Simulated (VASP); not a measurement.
A run of VASP 6.6.1 is set up as follows.

INCAR

```
SYSTEM = C
ALGO = Normal ; EDIFF = 1E-6
ENCUT = 600 ; GGA = CA
GGA_COMPAT = .False. ; ISIF = 2
ISMEAR = 0 ; LASPH = .True.
LCHARG = .False. ; LREAL = .False.
LWAVE = .False. ; NBANDS = 16
NELM = 120 ; PREC = Accurate
SIGMA = 0.01
```

KPOINTS

```
k-points
0
Gamma
  9 9 6
  0 0 0
```

The input POSCAR:

```
C
1.0
    2.4582055290      0.0000000000      0.0000000000
   -1.2291027645      2.1288684358      0.0000000000
    0.0000000000      0.0000000000      4.0945232323
C
4
Direct
    0.3333333333      0.6666666667     -0.0000515829
    0.6666666667      0.3333333333      0.4999484171
    0.3333333333      0.6666666667      0.3740515829
    0.6666666667      0.3333333333      0.8740515829
```

Potentials or basis: VASP PAW LDA potentials, release 64 (C).

Launch:

```bash
$ cat potpaw_LDA.64/C/POTCAR > POTCAR
$ mpirun -np 1 vasp_std > vasp.out
```

(1) What does it give for the largest force?

(2) Estimate the pressure.

(3) Estimate the band gap on the k mesh.

Results:

(1) 0.004 eV/Å.

(2) 16.0 GPa.

(3) 2.88 eV (least direct gap 5.01 eV).

Caveat: the cell stands under pressure.
